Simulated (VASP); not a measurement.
# Fe3Co (P4/mmm) in VASP: a series of runs, part 2 of 3

VASP 6.6.1. The steps go on from the part before.

### Step 3. Single point, PBEsol, collinear spin, ferromagnetic start

INCAR reads:

```
PREC = Accurate
ENCUT = 600
EDIFF = 1E-6
ISMEAR = 0
SIGMA = 0.4
LREAL = False
LASPH = True
NELM = 200
ALGO = Normal
ISIF = 2
LWAVE = False
LCHARG = False
ISPIN = 2
MAGMOM = 2.6 2.87 2.87 1.99
LORBIT = 11
LMAXMIX = 4
GGA = PS
NBANDS = 28
GGA_COMPAT = False
```

KPOINTS reads:

```
regular mesh
0
Gamma
  5 5 7
```

POSCAR reads:

```
Fe3Co
1.0
    4.0235794450      0.0000000000      0.0000000000
    0.0000000000      4.0235794450      0.0000000000
    0.0000000000      0.0000000000      2.8277051700
Fe Co
3 1
Direct
    0.5000000000      0.5000000000      0.0000000000
    0.5000000000      0.0000000000      0.5000000000
    0.0000000000      0.5000000000      0.5000000000
    0.0000000000      0.0000000000      0.0000000000
```

Potentials or basis: VASP PAW PBE potentials, release 64 (Fe, Co).

Launch:

```sh
> cat potpaw_PBE.64/Fe/POTCAR potpaw_PBE.64/Co/POTCAR > POTCAR
> mpirun -np 1 vasp_std > vasp.out
```

OUTCAR:

```text
PREC = Accurate
   ENCUT = 600
   EDIFF = 1E-6
   ISMEAR = 0
   LREAL = False
   LASPH = True
   NELM = 200
   ISIF = 2
   ISPIN = 2
   LORBIT = 11
   GGA = PS

 ion  position               nearest neighbor table
   1  0.500  0.500  0.000-   2 2.46   3 2.46   2 2.46   3 2.46   2 2.46   2 2.46   3 2.46   3 2.46
                             4 2.85   4 2.85   4 2.85   4 2.85
   2  0.500  0.000  0.500-   1 2.46   4 2.46   1 2.46   4 2.46   1 2.46   1 2.46   4 2.46   4 2.46
                             3 2.85   3 2.85   3 2.85   3 2.85
   3  0.000  0.500  0.500-   1 2.46   4 2.46   1 2.46   4 2.46   4 2.46   4 2.46   1 2.46   1 2.46
                             2 2.85   2 2.85   2 2.85   2 2.85
   4  0.000  0.000  0.000-   2 2.46   3 2.46   2 2.46   3 2.46   3 2.46   3 2.46   2 2.46   2 2.46
                             1 2.85   1 2.85   1 2.85   1 2.85

  LATTYP: Found a simple tetragonal cell.
 ALAT       =     4.0235794450
 C/A-ratio  =     0.7027834814

  Lattice vectors:

 A1 = (   4.0235794450,   0.0000000000,   0.0000000000)
 A2 = (   0.0000000000,   4.0235794450,   0.0000000000)
 A3 = (   0.0000000000,   0.0000000000,   2.8277051700)

Analysis of symmetry for initial positions (statically):
=====================================================================
 Subroutine PRICEL returns:
 Original cell was already a primitive cell.

 Routine SETGRP: Setting up the symmetry group for a
 simple tetragonal supercell.

 Subroutine GETGRP returns: Found 16 space group operations
 (whereof 16 operations were pure point group operations)
 out of a pool of 16 trial point group operations.

The static configuration has the point symmetry D_4h.

Analysis of symmetry for dynamics (positions and initial velocities):
=====================================================================
 Subroutine PRICEL returns:
 Original cell was already a primitive cell.

 Routine SETGRP: Setting up the symmetry group for a
 simple tetragonal supercell.

 Subroutine GETGRP returns: Found 16 space group operations
 (whereof 16 operations were pure point group operations)
 out of a pool of 16 trial point group operations.

The dynamic configuration has the point symmetry D_4h.

Analysis of structural, dynamic, and magnetic symmetry:
=====================================================================
 Subroutine PRICEL returns:
 Original cell was already a primitive cell.

 Routine SETGRP: Setting up the symmetry group for a
 simple tetragonal supercell.

 Subroutine GETGRP returns: Found 16 space group operations
 (whereof 16 operations were pure point group operations)
 out of a pool of 16 trial point group operations.

The overall configuration has the point symmetry D_4h.

 Subroutine INISYM returns: Found 16 space group operations
 (whereof 16 operations are pure point group operations),
 and found     1 'primitive' translations

----------------------------------------------------------------------------------------

                                     Primitive cell

[... 87 lines left out ...]
   ISPIN  =      2    spin polarized calculation?
   LNONCOLLINEAR =      F non collinear calculations
   LSORBIT =      F    spin-orbit coupling
   LASPH  =      T    aspherical Exc in radial PAW
   ENCUT  =  600.0 eV  44.10 Ry    6.64 a.u.   8.04  8.04  5.65*2*pi/ulx,y,z
   NELM   =    200;   NELMIN=  2; NELMDL= -5     # of ELM steps
   EDIFF  = 0.1E-05   stopping-criterion for ELM
   LREAL  =      F    real-space projection
   EDIFFG = 0.1E-04   stopping-criterion for IOM
   NSW    =      0    number of steps for IOM
   IBRION =     -1    ionic relax: 0-MD 1-quasi-New 2-CG
   NFREE  =      0    steps in history (QN), initial steepest desc. (CG)
   ISIF   =      2    stress and relaxation
   ISYM   =      2    0-nonsym 1-usesym 2-fastsym
   POTIM  = 0.5000    time-step for ionic-motion
   TEBEG  =    0.0;   TEEND  =   0.0 temperature during run
   PSTRESS=    0.0 pullay stress
   NELECT =      33.0000    total number of electrons
   NUPDOWN=      -1.0000    fix difference up-down
   EMIN   =  10.00;   EMAX   =-10.00  energy-range for DOS
   EFERMI =   0.00;   METHOD = LEGACY
   ISMEAR =     0;   SIGMA  =   0.40  broadening in eV -4-tet -1-fermi 0-gaus
   EFERMI_NEDOS =   21; number of points for ismear=-14 and -15
   IALGO  =     38    algorithm
   IMIX   =      4    mixing-type and parameters
     AMIX     =   0.40;   BMIX     =  1.00
     AMIX_MAG =   1.60;   BMIX_MAG =  1.00
  volume/ion in A,a.u.               =      11.44        77.23
  Fermi-wavevector in a.u.,A,eV,Ry     =   1.467888  2.773907 29.316425  2.154696
  Thomas-Fermi vector in A             =   2.583452
   LORBIT       =     11    0 simple, 1 ext, 2 COOP (PROOUT), +10 PAW based schemes
   GGA     = PS    functional components
   LHFCALC =     F    Hartree Fock is set to
   AEXX    =    0.0000 exact exchange contribution
   IVDW    =     0    specifies the selected vdW correction
   LEPSILON=     F    determine dielectric tensor
   LRPA    =     F    only Hartree local field effects (RPA)
 spin polarized calculation
 Gauss-broadening in eV      SIGMA  =   0.40
  energy-cutoff  :      600.00
  volume of cell :       45.78
 maximum number of plane-waves:      1544
   NGX = 17   NGY = 17   NGZ = 11

 number of electron      33.0000000 magnetization      10.3300000

 number of electron      33.0000007 magnetization       9.0884000

 Free energy of the ion-electron system (eV)
  ---------------------------------------------------
  ext. energy  EPLUGINS =         0.00000000
  ---------------------------------------------------
  free energy    TOTEN  =       -34.63555748 eV

  energy without entropy =      -34.41627697  energy(sigma->0) =      -34.52591723

 E-fermi :   6.7218     XC(G=0): -13.2372

 val. band max:        6.6984763420   @ k =   0.4000   0.4000   0.0000
 cond. band min:       6.7601151660   @ k =   0.4000   0.0000   0.0000
 fundamental gap:      0.0616388240
 Fermi energy:         6.7218353927

 spin component 1

 k-point     1 :       0.0000    0.0000    0.0000
  band No.  band energies     occupation
      1      -2.0157      1.00000
      2       1.5063      1.00000
      3       1.6096      1.00000
      4       1.6763      1.00000
      5       1.7005      1.00000
      6       3.0654      1.00000
[... 733 lines left out ...]
     27      13.9660      0.00000
     28      15.1574      0.00000
 Fermi energy:         6.7218353927

 spin component 2

 k-point     1 :       0.0000    0.0000    0.0000
  band No.  band energies     occupation
      1      -1.7651      1.00000
      2       2.8978      1.00000
      3       2.9156      1.00000
      4       3.4912      1.00000
      5       3.5209      1.00000
      6       4.8493      1.00000
[... 733 lines left out ...]
     27      15.3305      0.00000
     28      16.3866      0.00000

------------------------ aborting loop because EDIFF is reached ----------------------------------------

  FORCE on cell =-STRESS in cart. coord.  units (eV):
  Direction    XX          YY          ZZ          XY          YZ          ZX
  --------------------------------------------------------------------------------------
  -------------------------------------------------------------------------------------
  Total       -2.5065197     -2.5065197     -2.3489827      0.0000000      0.0000000      0.0000000
  in kB      -87.7248056    -87.7248056    -82.2112226      0.0000000      0.0000000      0.0000000
  external PRESSURE =     -85.8869446 kB  Pullay stress =       0.0000000 kB

 VOLUME and BASIS-vectors are now :
 -----------------------------------------------------------------------------
  energy-cutoff  :      600.00
  volume of cell :       45.78
      direct lattice vectors                 reciprocal lattice vectors
     4.023579445  0.000000000  0.000000000     0.248534921  0.000000000  0.000000000
     0.000000000  4.023579445  0.000000000     0.000000000  0.248534921  0.000000000
     0.000000000  0.000000000  2.827705170     0.000000000  0.000000000  0.353643658

 POSITION                                       TOTAL-FORCE (eV/Angst)
 -----------------------------------------------------------------------------------
      2.01179      2.01179      0.00000         0.000000      0.000000      0.000000
      2.01179      0.00000      1.41385         0.000000      0.000000      0.000000
      0.00000      2.01179      1.41385         0.000000      0.000000      0.000000
      0.00000      0.00000      0.00000         0.000000      0.000000      0.000000
 -----------------------------------------------------------------------------------
    total drift:                                0.000000     -0.000000     -0.000000

  FREE ENERGIE OF THE ION-ELECTRON SYSTEM (eV)
  ---------------------------------------------------
  free  energy   TOTEN  =       -34.6355574796 eV

  energy  without entropy=      -34.4162769733  energy(sigma->0) =      -34.52591723

 total charge

# of ion       s       p       d       tot
------------------------------------------
    1        0.485   0.526   6.255   7.266
    2        0.482   0.535   6.196   7.212
    3        0.482   0.535   6.196   7.212
    4        0.485   0.523   7.233   8.241
--------------------------------------------------
tot          1.934   2.119  25.879  29.932

 magnetization (x)

# of ion       s       p       d       tot
------------------------------------------
    1       -0.008  -0.043   2.354   2.302
    2       -0.008  -0.046   2.591   2.537
    3       -0.008  -0.046   2.591   2.537
    4       -0.019  -0.058   1.772   1.695
--------------------------------------------------
tot         -0.042  -0.193   9.307   9.072
```

OSZICAR:

```text
N       E                     dE             d eps       ncg     rms          rms(c)
DAV:   1     0.244159806005E+03    0.24416E+03   -0.15410E+04  2712   0.170E+03
DAV:   2    -0.242627453082E+02   -0.26842E+03   -0.25165E+03  2688   0.325E+02
DAV:   3    -0.389700846935E+02   -0.14707E+02   -0.13689E+02  2852   0.107E+02
DAV:   4    -0.392069052053E+02   -0.23682E+00   -0.23630E+00  3164   0.140E+01
DAV:   5    -0.392139710794E+02   -0.70659E-02   -0.70647E-02  3296   0.188E+00    0.233E+01
DAV:   6    -0.359377753990E+02    0.32762E+01   -0.33804E+01  2892   0.877E+01    0.188E+01
DAV:   7    -0.426832807115E+02   -0.67455E+01   -0.40856E+01  3040   0.115E+02    0.391E+01
DAV:   8    -0.358004945481E+02    0.68828E+01   -0.20921E+01  3348   0.702E+01    0.171E+01
DAV:   9    -0.344302863964E+02    0.13702E+01   -0.44228E+00  3892   0.354E+01    0.665E+00
DAV:  10    -0.345997848237E+02   -0.16950E+00   -0.48751E-01  3044   0.994E+00    0.364E+00
DAV:  11    -0.346402548808E+02   -0.40470E-01   -0.15504E-01  3748   0.517E+00    0.216E+00
DAV:  12    -0.346366392761E+02    0.36156E-02   -0.27355E-02  3732   0.220E+00    0.158E+00
DAV:  13    -0.346358449460E+02    0.79433E-03   -0.20995E-02  3692   0.250E+00    0.496E-01
DAV:  14    -0.346355608582E+02    0.28409E-03   -0.26267E-03  3960   0.525E-01    0.168E-01
DAV:  15    -0.346355915824E+02   -0.30724E-04   -0.35726E-04  3732   0.285E-01    0.102E-01
DAV:  16    -0.346355637665E+02    0.27816E-04   -0.10278E-04  3080   0.176E-01    0.418E-02
DAV:  17    -0.346355571288E+02    0.66377E-05   -0.21876E-05  4144   0.696E-02    0.161E-02
DAV:  18    -0.346355574796E+02   -0.35080E-06   -0.34013E-06  2212   0.237E-02
   1 F= -.34635557E+02 E0= -.34525917E+02  d E =-.219281E+00  mag=     9.0888
```

stdout:

```text
POSCAR found type information on POSCAR FeCo
 POSCAR found :  2 types and       4 ions
 scaLAPACK will be used
 -----------------------------------------------------------------------------
|                                                                             |
|                                                                             |
|     You enforced a specific xc type in the INCAR file but a different       |
|     I HOPE YOU KNOW WHAT YOU ARE DOING!                                     |
|                                                                             |
 -----------------------------------------------------------------------------

 LDA part: xc-table for (Slater+PW92), standard interpolation
 POSCAR, INCAR and KPOINTS ok, starting setup
 FFT: planning ... GRIDC
 FFT: planning ... GRID_SOFT
 FFT: planning ... GRID
 WAVECAR not read
 entering main loop
```

It took 77 s on 1 thread of Oxide Virtual Turin-like, shared host; peak memory 0.18 GiB.

Results:

```yaml
Free_energy: -34.6356 eV
Pressure: -8.6 GPa
Net_moment: 9.09 μB per cell
Site_moments: Fe +2.30, +2.54 (each value once); Co +1.70 μB
Valence_electrons_inside_the_program's_atomic_spheres: Fe 7.27, 7.21 (each value once); Co 8.24
```

Stress tensor (GPa, compression positive):
```
-8.77  0.00  0.00
 0.00 -8.77  0.00
 0.00  0.00 -8.22
```

Caveat: the cell stands under tension; so wide a smearing shifts energies and pressures; the PAW data sets were made with another functional, which shifts forces and pressure a little.

[end of part 2 of 3]
